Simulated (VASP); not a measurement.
# Al3InAs4 in VASP: notebook, part 2 of 2

VASP 6.6.1. The steps go on from the part before.

### 4 Single point, PBE

Input file INCAR:

```
ALGO = Normal
EDIFF = 1E-7
ENCUT = 520
GGA = PE
ISIF = 2
ISMEAR = 0
LASPH = True
LCHARG = False
LREAL = False
LWAVE = False
NBANDS = 31
NELM = 60
PREC = Accurate
SIGMA = 0.1
```

Input file KPOINTS:

```
k-points
0
Gamma
  4 4 4
```

Input file POSCAR:

```
Al3InAs4
1.0
    5.8354873000      0.0000000000      0.0000000000
    0.0000000000      5.8354873000      0.0000000000
    0.0000000000      0.0000000000      5.8354873000
Al In As
3 1 4
Direct
    0.5000000000      0.0000000000      0.0000000000
    0.0000000000      0.0000000000      0.5000000000
    0.0000000000      0.5000000000      0.0000000000
    0.5000000000      0.5000000000      0.5000000000
    0.7606310000      0.2393690000      0.7606310000
    0.7606310000      0.7606310000      0.2393690000
    0.2393690000      0.2393690000      0.2393690000
    0.2393690000      0.7606310000      0.7606310000
```

Potentials or basis: VASP PAW PBE potentials, release 64 (Al, In_d, As).

Run with:

```
$ cat potpaw_PBE.64/Al/POTCAR potpaw_PBE.64/In_d/POTCAR potpaw_PBE.64/As/POTCAR > POTCAR
$ mpirun -np 1 vasp_std > vasp.out
```

OUTCAR:

```text
EDIFF = 1E-7
   ENCUT = 520
   GGA = PE
   ISIF = 2
   ISMEAR = 0
   LASPH = True
   LREAL = False
   NELM = 60
   PREC = Accurate

 ion  position               nearest neighbor table
   1  0.500  0.000  0.000-   5 2.49   6 2.49   7 2.49   8 2.49
   2  0.000  0.000  0.500-   5 2.49   6 2.49   7 2.49   8 2.49
   3  0.000  0.500  0.000-   5 2.49   6 2.49   7 2.49   8 2.49
   4  0.500  0.500  0.500-   5 2.63   6 2.63   7 2.63   8 2.63
[... 539 lines left out ...]
  Total        0.1533272      0.1533272      0.1533272      0.0000000     -0.0000000      0.0000000
  in kB        1.2362273      1.2362273      1.2362273      0.0000000     -0.0000000      0.0000000
  external PRESSURE =       1.2362273 kB  Pullay stress =       0.0000000 kB

 VOLUME and BASIS-vectors are now :
 -----------------------------------------------------------------------------
  energy-cutoff  :      520.00
  volume of cell :      198.72
      direct lattice vectors                 reciprocal lattice vectors
     5.835487300  0.000000000  0.000000000     0.171365295  0.000000000  0.000000000
     0.000000000  5.835487300  0.000000000     0.000000000  0.171365295  0.000000000
     0.000000000  0.000000000  5.835487300     0.000000000  0.000000000  0.171365295

 POSITION                                       TOTAL-FORCE (eV/Angst)
 -----------------------------------------------------------------------------------
      2.91774      0.00000      0.00000         0.000000      0.000000      0.000000
      0.00000      0.00000      2.91774         0.000000      0.000000      0.000000
      0.00000      2.91774      0.00000         0.000000     -0.000000      0.000000
      2.91774      2.91774      2.91774         0.000000      0.000000      0.000000
      4.43865      1.39683      4.43865         0.004407     -0.004407      0.004407
      4.43865      4.43865      1.39683         0.004407      0.004407     -0.004407
      1.39683      1.39683      1.39683        -0.004407     -0.004407     -0.004407
      1.39683      4.43865      4.43865        -0.004407      0.004407      0.004407
 -----------------------------------------------------------------------------------
    total drift:                                0.000000      0.000000     -0.000000

  FREE ENERGIE OF THE ION-ELECTRON SYSTEM (eV)
  ---------------------------------------------------
  free  energy   TOTEN  =       -35.7791982176 eV

  energy  without entropy=      -35.7791982176  energy(sigma->0) =      -35.77919822
```

Wall time 89 s (1 thread of Intel Xeon 6975P-C, shared host); peak memory 0.36 GiB.

Results:

```yaml
Free_energy: -35.7792 eV
Pressure: 0.1 GPa
Largest_force: 0.008 eV/Å
Band_gap_on_the_k_mesh: 1.16 eV, direct
```

Forces on the atoms (eV/Å):
```
Al   0.000  0.000  0.000
Al   0.000  0.000  0.000
Al   0.000  0.000  0.000
In   0.000  0.000  0.000
As   0.004 -0.004  0.004
As   0.004  0.004 -0.004
As  -0.004 -0.004 -0.004
As  -0.004  0.004  0.004
```

Levels at points of the mesh, in eV from the valence-band top:
```csv
k point,band 19,band 20,band 21,band 22,band 23,band 24
"(0.00, 0.00, 0.00)",0.00,0.00,0.00,1.16,1.63,1.63
"(0.50, 0.00, 0.00)",-1.44,-1.07,-1.07,2.38,2.63,3.28
"(0.50, 0.50, 0.00)",-0.87,-0.69,-0.69,2.96,2.96,3.08
"(0.50, 0.50, 0.50)",-0.51,-0.51,-0.51,1.43,1.78,1.78
```

Caveat: spin-orbit coupling is left out, which moves the levels of the heavy elements. As with any semilocal functional, this PBE gap is likely too small.

### 5 Single point, PBE (volume scaled by 0.88, then relaxed in part)

Input file INCAR:

```
PREC = Accurate ; ENCUT = 520
EDIFF = 1E-6 ; ISMEAR = 0
SIGMA = 0.02 ; LREAL = False
LASPH = True ; NELM = 60
ALGO = Normal ; ISIF = 2
LWAVE = False ; LCHARG = True
GGA = PE ; LELF = True
LVHAR = True ; NBANDS = 31
```

Input file KPOINTS:

```
Automatic mesh
0
Gamma
  6 6 6
```

Input file POSCAR:

```
Al3InAs4
1.0
    5.5920539450      0.0000000000      0.0000000000
    0.0000000000      5.5920539450      0.0000000000
    0.0000000000      0.0000000000      5.5920539450
Al In As
3 1 4
Direct
    0.5000000000      0.0000000000      0.0000000000
    0.0000000000      0.0000000000      0.5000000000
    0.0000000000      0.5000000000      0.0000000000
    0.5000000000      0.5000000000      0.5000000000
    0.7615701837      0.2384298163      0.7615701837
    0.7615701837      0.7615701837      0.2384298163
    0.2384298163      0.2384298163      0.2384298163
    0.2384298163      0.7615701837      0.7615701837
```

Run with:

```
$ cat potpaw_PBE.64/Al/POTCAR potpaw_PBE.64/In_d/POTCAR potpaw_PBE.64/As/POTCAR > POTCAR
$ mpirun -np 1 vasp_std > vasp.out
```

Wall time 2 min (1 thread of Intel Xeon 6975P-C, shared host); peak memory 0.31 GiB.

It converged, with:

```
Free energy            : -35.0615 eV
Pressure               : 10.8 GPa
Largest force          : 0.006 eV/Å
Band gap on the k mesh : 1.50 eV, direct
```

Forces on the atoms (eV/Å):
```
Al   0.000  0.000  0.000
Al   0.000  0.000  0.000
Al   0.000  0.000  0.000
In   0.000  0.000  0.000
As  -0.003  0.003 -0.003
As  -0.003 -0.003  0.003
As   0.003  0.003  0.003
As   0.003 -0.003 -0.003
```

Levels at points of the mesh, in eV from the valence-band top:
| k point | band 17 | band 18 | band 19 | band 20 | band 21 | band 22 | band 23 | band 24 | band 25 | band 26 |
| --- | --- | --- | --- | --- | --- | --- | --- | --- | --- | --- |
| (0.00, 0.00, 0.00) | -2.32 | -2.32 | 0.00 | 0.00 | 0.00 | 1.50 | 1.50 | 1.50 | 1.66 | 2.13 |
| (0.50, 0.00, 0.00) | -3.00 | -1.63 | -1.63 | -1.21 | -1.21 | 2.40 | 2.68 | 3.59 | 3.79 | 4.36 |
| (0.50, 0.50, 0.00) | -3.04 | -1.38 | -0.94 | -0.76 | -0.76 | 3.20 | 3.20 | 3.51 | 3.76 | 5.60 |
| (0.50, 0.50, 0.50) | -1.06 | -1.06 | -0.53 | -0.53 | -0.53 | 1.89 | 2.26 | 2.26 | 2.26 | 4.47 |

Caveat: spin-orbit coupling is left out, which moves the levels of the heavy elements. A k mesh can miss the band edges.

### 6 The runs side by side

| cell | k mesh | smearing | gap on the mesh (eV) | pressure (GPa) | largest force (eV/Å) |
| --- | --- | --- | --- | --- | --- |
| a = 5.835 Å, 8 atoms | 2 × 2 × 2 | gaussian 0.1 eV | 1.15 | 0.2 | 0.05 |
| a = 5.836, b = 5.838 Å, 8 atoms | 2 × 2 × 2 | gaussian 0.1 eV | 1.14 | 0.1 | - |
| a = 5.835 Å, 8 atoms | 4 × 4 × 4 | gaussian 0.1 eV | 1.16 | 0.1 | 0.01 |
| a = 5.592 Å, 8 atoms | 6 × 6 × 6 | gaussian 0.02 eV | 1.50 | 10.8 | 0.01 |

Alike in all rows: task single point; level PBE; potentials or basis VASP PAW PBE potentials, release 64 (Al, In_d, As); no spin polarisation; cutoff (eV) 520.

Caveats: some runs use coarse meshes; spin-orbit coupling is left out, which moves the levels of the heavy elements.

Absolute energies hang on the potentials; compare differences alone.
